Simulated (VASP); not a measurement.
# LiMgBN2: relaxation of cell and atoms with PBEsol

Crystal: LiMgBN2.

```
CELL_PARAMETERS angstrom
-1.90966 1.90966 4.44352
1.90966 -1.90966 4.44352
1.90966 1.90966 -4.44352
ATOMIC_POSITIONS crystal
Li 0.25000 0.75000 0.50000
Mg 0.75000 0.25000 0.50000
B 0.50000 0.50000 0.00000
N 0.65126 0.65126 0.00000
N 0.34874 0.34874 0.00000
```

```json
{"Program": "VASP 6.6.1", "Task": "relaxation of cell and atoms", "Functional": "PBEsol", "Potentials or basis": "VASP PAW PBE potentials, release 64 (Li_sv, Mg, B, N)", "Cutoff": "600 eV", "k mesh": "10 × 10 × 10", "Occupations": "gaussian, width 0.02 eV", "Spin": "no spin polarisation", "Dipole correction": "no", "Further INCAR settings": "ALGO = Normal; EDIFF = 1e-06; IBRION = 2; EDIFFG = -0.005; NSW = 100; ISIF = 3"}
```

```yaml
Relaxed_volume: 12.60 Å³/atom
Relaxed_cell: a = 5.167 Å, b = 5.167 Å, c = 5.167 Å, α = 137.16°, β = 137.16°, γ = 62.20°
Space_group_after_relaxing_to_0.1_Å: I-4m2 (No. 119)
Energy_gained_by_relaxing: 2.6 meV/atom
Ionic_steps: 16
Pressure_after_relaxing: 0.0 GPa
Largest_force_after_relaxing: 0.003 eV/Å
Band_gap_on_the_k_mesh: 2.54 eV (least direct gap 3.44 eV)
```

Forces in eV/Å, atoms in the order of the input:
```
Li   0.000  0.000  0.000
Mg   0.000  0.000  0.000
B    0.000  0.000  0.000
N    0.000  0.000  0.003
N    0.000  0.000 -0.003
```

Step by step:
| step | energy change (eV) | largest force (eV/Å) | pressure (GPa) | volume (Å³) |
| --- | --- | --- | --- | --- |
| 1 | 0.0000 | 0.1356 | -2.00 | 64.82 |
| 2 | -0.0125 | 0.0141 | -0.36 | 63.31 |
| 3 | -0.0128 | 0.0419 | -0.04 | 63.05 |
| 4 | -0.0128 | 0.0383 | -0.10 | 63.09 |
| 5 | -0.0127 | 0.0901 | 0.15 | 63.03 |
| 6 | -0.0128 | 0.0036 | -0.01 | 63.07 |
| 7 | -0.0129 | 0.0045 | -0.01 | 63.04 |
| 8 | -0.0130 | 0.0057 | 0.09 | 62.95 |
| 9 | -0.0130 | 0.0049 | 0.09 | 62.97 |
| 10 | -0.0129 | 0.0505 | -0.12 | 63.05 |
| 11 | -0.0130 | 0.0093 | 0.01 | 62.99 |
| 12 | -0.0130 | 0.0085 | 0.02 | 62.99 |
| 13 | -0.0130 | 0.0089 | 0.02 | 62.99 |
| 14 | -0.0130 | 0.0093 | 0.02 | 62.99 |
| 15 | -0.0130 | 0.0120 | 0.01 | 63.03 |
| 16 | -0.0130 | 0.0033 | 0.01 | 63.01 |

Final structure:
```yaml
crystal:
  lattice:
    - [-1.88697, 1.88697, 4.42419]
    - [1.88697, -1.88697, 4.42419]
    - [1.88697, 1.88697, -4.42419]
  atoms:
    - { symbol: Li, position: [0.25000, 0.75000, 0.50000] }
    - { symbol: Mg, position: [0.75000, 0.25000, 0.50000] }
    - { symbol: B, position: [0.50000, 0.50000, 0.00000] }
    - { symbol: N, position: [0.65173, 0.65173, 0.00000] }
    - { symbol: N, position: [0.34827, 0.34827, 0.00000] }
```

Levels at points of the mesh, in eV from the valence-band top:
```
           k point  band 5  band 6  band 7  band 8  band 9  band 10  band 11  band 12  band 13
(0.00, 0.00, 0.00)   -2.50   -2.13   -2.13   -1.41   -1.41     2.54     5.98     7.88     7.88
(0.50, 0.00, 0.00)   -4.14   -2.62   -2.39   -1.15   -0.65     5.28     5.70     7.11     7.83
(0.50, 0.50, 0.00)   -4.05   -3.32   -3.03   -1.98   -0.48     4.97     5.59     6.68     7.74
(0.50, 0.50, 0.50)   -3.65   -2.95   -2.95    0.00    0.00     3.44     6.46     6.56     6.56
```

Run time: 21 min on 1 thread of Oxide Virtual Turin-like Processor, on a shared host, peak memory 0.33 GiB.

Caveat: the cutoff is under 1.25 times the usual one of these potentials, so pressure, stress and relaxed cells hold a basis-set (Pulay) error; the PAW data sets were made with another functional, which shifts forces and pressure a little. A k mesh can miss the band edges.
